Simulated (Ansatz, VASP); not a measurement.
**As: VASP beside Ansatz**

```xyz
4
Lattice="-1.7416 1.7416 7.0597 1.7416 -1.7416 7.0597 1.7416 1.7416 -7.0597" Properties=species:S:1:pos:R:3 pbc="T T T"
As    0.0000    0.0000   11.1180
As    0.0000    1.7416    0.5285
As    0.0000    1.7416    6.5312
As    0.0000    0.0000    3.0013
```

Alike in both runs: task relaxation of cell and atoms; functional PBE; k mesh 18 × 18 × 18; occupations gaussian, width 0.1 eV; no spin polarisation.

```csv
,VASP,Ansatz
version,VASP 6.6.1,Ansatz 0.2.0
potentials or method,"VASP PAW PBE potentials, release 64 (As), cutoff 600 eV","scalar-relativistic, plane waves, PAW"
valence electrons in the cell,20,60
```

```csv
,VASP,Ansatz,Ansatz less VASP
"gap on the k mesh at the Fermi level, each at its own relaxed structure (eV)",none,none,-
relaxed volume (Å³/atom),21.48,21.46,-0.019
relaxed length of the cell vector where the two differ most in proportion (Å),7.606,7.611,+0.0048
```

A gap of «none» marks a metal or a gap that the smearing closes. VASP's potentials hold 20 valence electrons a cell and Ansatz's 60, so a difference there can come from the potentials and not from the codes.
